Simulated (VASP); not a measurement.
# Pt (P6_3/mmc) in VASP: a series of runs

Pt is run at these levels: PBEsol; tasks: single point.

Everything below comes from runs of VASP 6.6.1. Logs are shortened: lines on timing, memory, paths and dates and some standing lists are left out, and cuts for length are marked.

### 1 The cell of the first run

It takes space group P6_3/mmc (No. 194, hexagonal). The conventional cell has a = 2.761 Å, b = 2.761 Å, c = 4.792 Å, α = 90.00°, β = 90.00°, γ = 120.00°. Within 3.6 Å of Pt (site symmetry -6m2) lie 12 Pt at 2.76 to 2.88 Å.

This isn't the form of Pt at room conditions, which is fcc.

### 2 Single point, PBEsol

Contents of INCAR:

```
PREC = Accurate
ENCUT = 500
EDIFF = 1E-6
ISMEAR = 0
SIGMA = 0.25
LREAL = False
LASPH = True
NELM = 120
ALGO = Normal
ISIF = 2
LWAVE = False
LCHARG = True
GGA = PS
LELF = True
LVHAR = True
NBANDS = 17
GGA_COMPAT = False
```

Contents of KPOINTS:

```
Automatic mesh
0
Gamma
  12 12 6
```

Contents of POSCAR:

```
Pt
1.0
    2.7606660000      0.0000000000      0.0000000000
   -1.3803330000      2.3908068874      0.0000000000
    0.0000000000      0.0000000000      4.7921340000
Pt
2
Direct
    0.6666666667      0.3333333333      0.7500000000
    0.3333333333      0.6666666667      0.2500000000
```

Potentials or basis: VASP PAW PBE potentials, release 64 (Pt).

Run with:

```console
$ cat potpaw_PBE.64/Pt/POTCAR > POTCAR
$ mpirun -np 1 vasp_std > vasp.out
```

OUTCAR:

```text
PREC = Accurate
   ENCUT = 500
   EDIFF = 1E-6
   ISMEAR = 0
   LREAL = False
   LASPH = True
   NELM = 120
   ISIF = 2
   GGA = PS

 ion  position               nearest neighbor table
   1  0.667  0.333  0.750-   2 2.88   2 2.88   2 2.88   2 2.88   2 2.88   2 2.88
   2  0.333  0.667  0.250-   1 2.88   1 2.88   1 2.88   1 2.88   1 2.88   1 2.88

  LATTYP: Found a hexagonal cell.
 ALAT       =     2.7606660000
 C/A-ratio  =     1.7358615638

  Lattice vectors:

 A1 = (   2.7606660000,   0.0000000000,   0.0000000000)
 A2 = (  -1.3803330000,   2.3908068874,   0.0000000000)
 A3 = (   0.0000000000,   0.0000000000,   4.7921340000)

Analysis of symmetry for initial positions (statically):
=====================================================================
 Subroutine PRICEL returns:
 Original cell was already a primitive cell.

 Routine SETGRP: Setting up the symmetry group for a
 hexagonal supercell.

 Subroutine GETGRP returns: Found 24 space group operations
 (whereof 12 operations were pure point group operations)
 out of a pool of 24 trial point group operations.

The static configuration has the point symmetry D_3d.
 The point group associated with its full space group is D_6h.

Analysis of symmetry for dynamics (positions and initial velocities):
=====================================================================
 Subroutine PRICEL returns:
 Original cell was already a primitive cell.

 Routine SETGRP: Setting up the symmetry group for a
 hexagonal supercell.

 Subroutine GETGRP returns: Found 24 space group operations
 (whereof 12 operations were pure point group operations)
 out of a pool of 24 trial point group operations.

The dynamic configuration has the point symmetry D_3d.
 The point group associated with its full space group is D_6h.

 Subroutine INISYM returns: Found 24 space group operations
 (whereof 12 operations are pure point group operations),
 and found     1 'primitive' translations

----------------------------------------------------------------------------------------

                                     Primitive cell

  volume of cell :      31.6291

  direct lattice vectors                    reciprocal lattice vectors
     2.760666000  0.000000000  0.000000000     0.362231433  0.209134415  0.000000000
    -1.380333000  2.390806887  0.000000000     0.000000000  0.418268830  0.000000000
     0.000000000  0.000000000  4.792134000     0.000000000  0.000000000  0.208675300

  length of vectors
     2.760666000  2.760666000  4.792134000     0.418268830  0.418268830  0.208675300

  position of ions in fractional coordinates (direct lattice)
     0.666666667  0.333333333  0.750000000
     0.333333333  0.666666667  0.250000000

  ion indices of the primitive-cell ions
   primitive index   ion index
                 1           1
                 2           2

----------------------------------------------------------------------------------------

 KPOINTS: Automatic mesh

Automatic generation of k-mesh.
 Grid dimensions read from file:
 generate k-points for:   12   12    6

 Generating k-lattice:

  Cartesian coordinates                     Fractional coordinates (reciprocal lattice)
     0.030185953  0.017427868  0.000000000     0.083333333  0.000000000  0.000000000
     0.000000000  0.034855736  0.000000000     0.000000000  0.083333333  0.000000000
     0.000000000  0.000000000  0.034779217     0.000000000  0.000000000  0.166666667

  Length of vectors
     0.034855736  0.034855736  0.034779217

  Shift w.r.t. Gamma in fractional coordinates (k-lattice)
     0.000000000  0.000000000  0.000000000

 Subroutine IBZKPT returns following result:
 ===========================================

 Found     76 irreducible k-points:

 Following reciprocal coordinates:
            Coordinates               Weight
  0.000000  0.000000  0.000000      1.000000
  0.083333 -0.000000  0.000000      6.000000
  0.166667 -0.000000  0.000000      6.000000
  0.250000 -0.000000  0.000000      6.000000
  0.333333 -0.000000  0.000000      6.000000
  0.416667 -0.000000  0.000000      6.000000
[... 16 lines left out ...]
  0.250000 -0.000000  0.166667     12.000000
  0.333333 -0.000000  0.166667     12.000000
 [... further k-points ...]
   k-points           NKPTS =     76   k-points in BZ     NKDIM =     76   number of bands    NBANDS=     17
   number of dos      NEDOS =    301   number of ions     NIONS =      2
   total plane-waves  NPLWV =  14400
   dimension x,y,z NGX =    20 NGY =   20 NGZ =   36
   dimension x,y,z NGXF=    40 NGYF=   40 NGZF=   72
   ions per type =               2
   NGX,Y,Z   is equivalent  to a cutoff of  12.04, 12.04, 12.49 a.u.
   NGXF,Y,Z  is equivalent  to a cutoff of  24.09, 24.09, 24.98 a.u.
 SYSTEM =  unknown system
   PREC   = accura    normal or accurate (medium, high low for compatibility)
   ISTART =      0    job   : 0-new  1-cont  2-samecut
   ICHARG =      2    charge: 1-file 2-atom 10-const
   ISPIN  =      1    spin polarized calculation?
   LNONCOLLINEAR =      F non collinear calculations
   LSORBIT =      F    spin-orbit coupling
   LASPH  =      T    aspherical Exc in radial PAW
   ENCUT  =  500.0 eV  36.75 Ry    6.06 a.u.   5.03  5.03  8.74*2*pi/ulx,y,z
   NELM   =    120;   NELMIN=  2; NELMDL= -5     # of ELM steps
   EDIFF  = 0.1E-05   stopping-criterion for ELM
   LREAL  =      F    real-space projection
   EDIFFG = 0.1E-04   stopping-criterion for IOM
   NSW    =      0    number of steps for IOM
   IBRION =     -1    ionic relax: 0-MD 1-quasi-New 2-CG
   NFREE  =      0    steps in history (QN), initial steepest desc. (CG)
   ISIF   =      2    stress and relaxation
   ISYM   =      2    0-nonsym 1-usesym 2-fastsym
   POTIM  = 0.5000    time-step for ionic-motion
   TEBEG  =    0.0;   TEEND  =   0.0 temperature during run
   PSTRESS=    0.0 pullay stress
   NELECT =      20.0000    total number of electrons
   NUPDOWN=      -1.0000    fix difference up-down
   EMIN   =  10.00;   EMAX   =-10.00  energy-range for DOS
   EFERMI =   0.00;   METHOD = LEGACY
   ISMEAR =     0;   SIGMA  =   0.25  broadening in eV -4-tet -1-fermi 0-gaus
   EFERMI_NEDOS =   21; number of points for ismear=-14 and -15
   IALGO  =     38    algorithm
   IMIX   =      4    mixing-type and parameters
     AMIX     =   0.40;   BMIX     =  1.00
     AMIX_MAG =   1.60;   BMIX_MAG =  1.00
  volume/ion in A,a.u.               =      15.81       106.72
  Fermi-wavevector in a.u.,A,eV,Ry     =   1.405149  2.655347 26.863939  1.974444
  Thomas-Fermi vector in A             =   2.527639
   LORBIT       =      0    0 simple, 1 ext, 2 COOP (PROOUT), +10 PAW based schemes
   GGA     = PS    functional components
   LHFCALC =     F    Hartree Fock is set to
   AEXX    =    0.0000 exact exchange contribution
   IVDW    =     0    specifies the selected vdW correction
   LEPSILON=     F    determine dielectric tensor
   LRPA    =     F    only Hartree local field effects (RPA)
 non-spin polarized calculation
 Gauss-broadening in eV      SIGMA  =   0.25
  energy-cutoff  :      500.00
  volume of cell :       31.63
 maximum number of plane-waves:       825
   NGX = 11   NGY = 11   NGZ = 17

 number of electron      19.9999999 magnetization

 Free energy of the ion-electron system (eV)
  ---------------------------------------------------
  ext. energy  EPLUGINS =         0.00000000
  ---------------------------------------------------
  free energy    TOTEN  =       -13.80842796 eV

  energy without entropy =      -13.68910043  energy(sigma->0) =      -13.74876420

 E-fermi :  10.1849     XC(G=0): -13.3437

 val. band max:       10.1846391275   @ k =   0.3333  -0.0000   0.0000
 cond. band min:      10.1856423043   @ k =   0.4167   0.0833   0.5000
 fundamental gap:      0.0010031768
 Fermi energy:        10.1849240467

 k-point     1 :       0.0000    0.0000    0.0000
  band No.  band energies     occupation
      1       0.4305      2.00000
      2       3.0994      2.00000
      3       6.2378      2.00000
      4       6.7658      2.00000
      5       6.7658      2.00000
      6       7.1309      2.00000
[... 9 lines left out ...]
     16      27.4526      0.00000
     17      31.1838      0.00000

 k-point     2 :       0.0833   -0.0000    0.0000
  band No.  band energies     occupation
      1       0.6812      2.00000
      2       3.3297      2.00000
      3       6.2095      2.00000
      4       6.7584      2.00000
      5       6.9579      2.00000
      6       7.0144      2.00000
[... 9 lines left out ...]
     16      27.7292      0.00000
     17      29.8617      0.00000

 k-point     3 :       0.1667   -0.0000    0.0000
  band No.  band energies     occupation
      1       1.3894      2.00000
      2       3.9117      2.00000
      3       6.0097      2.00000
      4       6.6153      2.00000
      5       6.8529      2.00000
      6       7.1427      2.00000
[... 9 lines left out ...]
     16      27.7647      0.00000
     17      28.0631      0.00000

 k-point     4 :       0.2500   -0.0000    0.0000
  band No.  band energies     occupation
      1       2.3898      2.00000
      2       4.3378      2.00000
      3       5.8534      2.00000
      4       6.0717      2.00000
      5       6.3536      2.00000
      6       7.5793      2.00000
[... 9 lines left out ...]
     16      26.2544      0.00000
     17      28.5285      0.00000

 k-point     5 :       0.3333   -0.0000    0.0000
  band No.  band energies     occupation
      1       3.2966      2.00000
      2       4.1842      2.00000
      3       5.1146      2.00000
      4       6.3128      2.00000
      5       6.8667      2.00000
      6       7.1852      2.00000
[... 9 lines left out ...]
     16      24.9288      0.00000
     17      25.4646      0.00000

 k-point     6 :       0.4167   -0.0000    0.0000
  band No.  band energies     occupation
      1       3.7031      2.00000
      2       3.9317      2.00000
      3       4.6623      2.00000
      4       6.8427      2.00000
      5       6.9166      2.00000
      6       7.1434      2.00000
[... 9 lines left out ...]
     16      22.7073      0.00000
     17      23.8949      0.00000

 k-point     7 :       0.5000   -0.0000    0.0000
  band No.  band energies     occupation
      1       3.7706      2.00000
      2       3.8348      2.00000
      3       4.5099      2.00000
      4       6.8219      2.00000
      5       7.0741      2.00000
      6       7.2461      2.00000
[... 9 lines left out ...]
     16      22.1547      0.00000
     17      23.4226      0.00000

 k-point     8 :       0.0833    0.0833    0.0000
  band No.  band energies     occupation
      1       1.1632      2.00000
      2       3.7503      2.00000
      3       6.0446      2.00000
      4       6.7956      2.00000
      5       6.8731      2.00000
      6       7.2044      2.00000
[... 9 lines left out ...]
     16      27.0706      0.00000
     17      28.9575      0.00000
[... 203 lines left out ...]
      1       4.8077      2.00000
      2       5.4394      2.00000
      3       5.4394      2.00000
      4       5.9086      2.00000
      5       6.5463      2.00000
      6       6.5463      2.00000
[... 9 lines left out ...]
     16      22.1559      0.00000
     17      22.8265      0.00000

 k-point    20 :       0.0000    0.0000    0.1667
  band No.  band energies     occupation
      1       0.6649      2.00000
      2       3.0572      2.00000
      3       6.1812      2.00000
      4       6.7353      2.00000
      5       6.7353      2.00000
      6       7.0646      2.00000
[... 9 lines left out ...]
     16      26.9759      0.00000
     17      30.4361      0.00000

 k-point    21 :       0.0833   -0.0000    0.1667
  band No.  band energies     occupation
      1       0.9127      2.00000
      2       3.2948      2.00000
      3       6.1913      2.00000
      4       6.6514      2.00000
      5       6.8804      2.00000
      6       6.9183      2.00000
[... 9 lines left out ...]
     16      27.2755      0.00000
     17      29.1753      0.00000

 k-point    22 :       0.1667   -0.0000    0.1667
  band No.  band energies     occupation
      1       1.6068      2.00000
      2       3.9030      2.00000
      3       6.0606      2.00000
      4       6.3214      2.00000
      5       6.5638      2.00000
      6       7.1903      2.00000
[... 9 lines left out ...]
     16      27.5917      0.00000
     17      28.2569      0.00000

 k-point    23 :       0.2500   -0.0000    0.1667
  band No.  band energies     occupation
      1       2.5567      2.00000
      2       4.3711      2.00000
      3       5.6426      2.00000
      4       6.1352      2.00000
      5       6.2311      2.00000
      6       7.3513      2.00000
[... 9 lines left out ...]
     16      26.3810      0.00000
     17      27.4481      0.00000

 k-point    24 :       0.3333   -0.0000    0.1667
  band No.  band energies     occupation
      1       3.3287      2.00000
      2       4.2239      2.00000
      3       5.1737      2.00000
      4       5.8892      2.00000
      5       6.9187      2.00000
      6       7.4702      2.00000
[... 9 lines left out ...]
     16      24.5788      0.00000
     17      25.9090      0.00000

 [... further k-points ...]
[... 5 lines left out ...]
  --------------------------------------------------------------------------------------
  -------------------------------------------------------------------------------------
  Total       -2.0830627     -2.0830627     -2.2439628      0.0000000      0.0000000      0.0000000
  in kB     -105.5177715   -105.5177715   -113.6681850      0.0000000      0.0000000      0.0000000
  external PRESSURE =    -108.2345760 kB  Pullay stress =       0.0000000 kB

 VOLUME and BASIS-vectors are now :
 -----------------------------------------------------------------------------
  energy-cutoff  :      500.00
  volume of cell :       31.63
      direct lattice vectors                 reciprocal lattice vectors
     2.760666000  0.000000000  0.000000000     0.362231433  0.209134415  0.000000000
    -1.380333000  2.390806887  0.000000000     0.000000000  0.418268830  0.000000000
     0.000000000  0.000000000  4.792134000     0.000000000  0.000000000  0.208675300

 POSITION                                       TOTAL-FORCE (eV/Angst)
 -----------------------------------------------------------------------------------
      1.38033      0.79694      3.59410         0.000000      0.000000      0.000000
     -0.00000      1.59387      1.19803        -0.000000     -0.000000      0.000000
 -----------------------------------------------------------------------------------
    total drift:                                0.000000     -0.000000      0.000000

  FREE ENERGIE OF THE ION-ELECTRON SYSTEM (eV)
  ---------------------------------------------------
  free  energy   TOTEN  =       -13.8084279608 eV

  energy  without entropy=      -13.6891004303  energy(sigma->0) =      -13.74876420
```

Run time: 12 s. Hardware: 1 thread of Intel Xeon 6975P-C (Granite Rapids), shared host; peak memory 0.16 GiB.

What came out:

```yaml
Free_energy: -13.8084 eV
Pressure: -10.8 GPa
Band_gap_on_the_k_mesh: zero (bands 10 and 11 overlap by 1.29 eV)
```

Caveat: the cell stands under tension; the PAW data sets were made with another functional, which shifts forces and pressure a little; spin-orbit coupling is left out, which moves the levels of the heavy elements.

### 3 Single point, PBEsol

Contents of INCAR:

```
PREC     = Accurate       # precision mode
ENCUT    = 500            # plane-wave cutoff, eV
EDIFF    = 1E-6           # SCF threshold, eV
ISMEAR   = 0              # smearing method
SIGMA    = 0.15           # smearing width, eV
LREAL    = F              # projectors in reciprocal space
LASPH    = T              # aspherical terms in the spheres
NELM     = 120            # most SCF steps
ALGO     = Normal         # electronic algorithm
ISIF     = 2              # what is computed and relaxed
LWAVE    = F              # write WAVECAR
LCHARG   = F              # write CHGCAR
GGA      = PS             # functional
NBANDS   = 17             # bands
GGA_COMPAT= F
```

KPOINTS is that of step 2.

POSCAR is that of step 2.

Potentials or basis: VASP PAW PBE potentials, release 64 (Pt).

Run with:

```console
$ cat potpaw_PBE.64/Pt/POTCAR > POTCAR
$ mpirun -np 1 vasp_std > vasp.out
```

Run time: 12 s. Hardware: 1 thread of Intel Xeon 6975P-C (Granite Rapids), shared host; peak memory 0.16 GiB.

The run converged. Its results:

- Free energy: -13.7676 eV
- Pressure: -11.1 GPa
- Band gap on the k mesh: zero (bands 10 and 11 overlap by 1.28 eV)

Levels at points of the mesh, in eV from the Fermi level:
```csv
k point,band 8,band 9,band 10,band 11,band 12,band 13
"(0.00, 0.00, 0.00)",-1.78,-1.78,-0.77,-0.20,-0.20,4.64
"(0.50, 0.00, 0.00)",0.02,0.30,0.50,2.25,3.71,7.22
"(0.00, 0.00, 0.50)",-3.40,-0.77,-0.77,-0.77,-0.77,11.87
"(0.50, 0.00, 0.50)",-0.86,0.42,0.42,1.67,1.67,6.42
```

Caveat: the cell stands under tension; the PAW data sets were made with another functional, which shifts forces and pressure a little; spin-orbit coupling is left out, which moves the levels of the heavy elements.
